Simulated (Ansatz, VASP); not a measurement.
## Two plane-wave programs on MgS

```
Mg S
1.0
     0.00000    2.61486    2.61486
     2.61486    0.00000    2.61486
     2.61486    2.61486    0.00000
Mg S
1 1
Direct
  0.00000 0.00000 0.00000
  0.50000 0.50000 0.50000
```

Alike in both runs: task relaxation of cell and atoms; functional PBEsol; k mesh 8 × 8 × 8; occupations gaussian, width 0.02 eV; no spin polarisation.

|  | VASP | Ansatz |
| --- | --- | --- |
| version | VASP 6.6.1 | Ansatz 0.2.0 |
| potentials or method | VASP PAW PBE potentials, release 64 (Mg, S), cutoff 600 eV | scalar-relativistic, plane waves, PAW |
| valence electrons in the cell | 8 | 16 |

|  | VASP | Ansatz | Ansatz less VASP |
| --- | --- | --- | --- |
| gap on the k mesh at the Fermi level, each at its own relaxed structure (eV) | 2.73 | 2.73 | -0.007 |
| relaxed volume (Å³/atom) | 17.36 | 17.39 | +0.036 |
| relaxed cell length with the largest relative difference (Å) | 3.662 | 3.664 | +0.0025 |

VASP's potentials were made for PBE, not for PBEsol. VASP's potentials hold 8 valence electrons a cell and Ansatz's 16, so a difference there can come from the potentials and not from the codes.
